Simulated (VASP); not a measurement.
A run of VASP 6.6.1:

File POSCAR:

```
InP
1.0
    0.0000000000      2.8728788579      2.8728788579
    2.8728788579      0.0000000000      2.8728788579
    2.8728788579      2.8728788579      0.0000000000
In P
1 1
Direct
    0.0000000000      0.0000000000      0.0000000000
    0.2500000000      0.2500000000      0.2500000000
```

INCAR.step1

```
SYSTEM = InP
PREC     = Accurate       ! precision mode
ENCUT    = 520            ! plane-wave cutoff, eV
ISMEAR   = 0              ! smearing method
SIGMA    = 0.01           ! smearing width, eV
LREAL    = .FALSE.        ! projectors in reciprocal space
LASPH    = .TRUE.         ! aspherical terms in the spheres
NELM     = 60             ! most SCF steps
NBANDS   = 16             ! bands
GGA      = PE             ! functional
ALGO     = Normal         ! electronic algorithm
EDIFF    = 1E-4           ! SCF threshold, eV
LWAVE    = .TRUE.         ! write WAVECAR
LCHARG   = .FALSE.        ! write CHGCAR
```

Contents of INCAR.step2:

```
SYSTEM = InP
PREC     = Accurate       ! precision mode
ENCUT    = 520            ! plane-wave cutoff, eV
EDIFF    = 1E-6           ! SCF threshold, eV
ISMEAR   = 0              ! smearing method
SIGMA    = 0.01           ! smearing width, eV
LREAL    = .FALSE.        ! projectors in reciprocal space
LASPH    = .TRUE.         ! aspherical terms in the spheres
NELM     = 60             ! most SCF steps
ALGO     = Normal         ! electronic algorithm
ISIF     = 2              ! what is computed and relaxed
LWAVE    = .FALSE.        ! write WAVECAR
LCHARG   = .FALSE.        ! write CHGCAR
METAGGA  = R2SCAN         ! meta-GGA
LMIXTAU  = .TRUE.       
NBANDS   = 16             ! bands
ISTART   = 1
```

The input KPOINTS:

```
Automatic mesh
0
G
  8 8 8
  0 0 0
```

Potentials or basis: VASP PAW PBE potentials, release 64 (In_d, P).

Command:

```console
$ cat potpaw_PBE.64/In_d/POTCAR potpaw_PBE.64/P/POTCAR > POTCAR
$ cp INCAR.step1 INCAR
$ mpirun -np 1 vasp_std > vasp.out
$ cp INCAR.step2 INCAR
$ mpirun -np 1 vasp_std > vasp.out
```

Hardware: 1 thread of Intel(R) Xeon(R) Platinum 8488C (Sapphire Rapids), on a shared host.

**Question.** Estimate the wall time of this run.

**Answer.** Run time: 58 s on 1 thread of Intel(R) Xeon(R) Platinum 8488C (Sapphire Rapids) (shared host), peak memory 0.17 GiB. Counts: k points 29.
